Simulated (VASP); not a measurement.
Input of a VASP 6.6.1 run:

The input POSCAR:

```
Br
1.0
    3.8942696604      0.0000000000      0.0000000000
   -1.9471348302      3.3725364551      0.0000000000
    0.0000000000      0.0000000000      4.2685271736
Br
2
Direct
    0.3333333333      0.6666666667      0.2500000000
    0.6666666667      0.3333333333      0.7500000000
```

The input INCAR.step1:

```
SYSTEM = Br
PREC = Accurate ; ENCUT = 520
ISMEAR = 0 ; SIGMA = 0.1
LREAL = .False. ; LASPH = .True.
NELM = 100 ; NBANDS = 14
GGA = PE ; ALGO = Normal
EDIFF = 1E-4 ; LWAVE = .True.
LCHARG = .False.
```

INCAR.step2

```
SYSTEM = Br
PREC = Accurate ; ENCUT = 520
EDIFF = 1E-7 ; ISMEAR = 0
SIGMA = 0.1 ; LREAL = .False.
LASPH = .True. ; NELM = 100
ALGO = Normal ; ISIF = 2
LWAVE = .False. ; LCHARG = .False.
METAGGA = R2SCAN ; LMIXTAU = .True.
NBANDS = 14 ; ISTART = 1
```

The input KPOINTS:

```
regular mesh
0
Gamma
  6 6 4
  0 0 0
```

Potentials or basis: VASP PAW PBE potentials, release 64 (Br).

Command:

```bash
$ cat potpaw_PBE.64/Br/POTCAR > POTCAR
$ cp INCAR.step1 INCAR
$ mpirun -np 1 vasp_std > vasp.out
$ cp INCAR.step2 INCAR
$ mpirun -np 1 vasp_std > vasp.out
```

**Question.** Estimate the band gap on the k mesh.

**Answer.** Zero (bands 7 and 8 overlap by 2.10 eV).

**Question.** Predict the pressure.

**Answer.** -0.1 GPa.

Stress tensor (GPa, compression positive):
```
-0.08  0.00  0.00
 0.00 -0.08  0.00
 0.00  0.00 -0.17
```

Caveat: the k points lie up to 0.37 Å⁻¹ apart, too coarse for converged energies and pressures of a metal; the PAW data sets were made with another functional, which shifts forces and pressure a little.
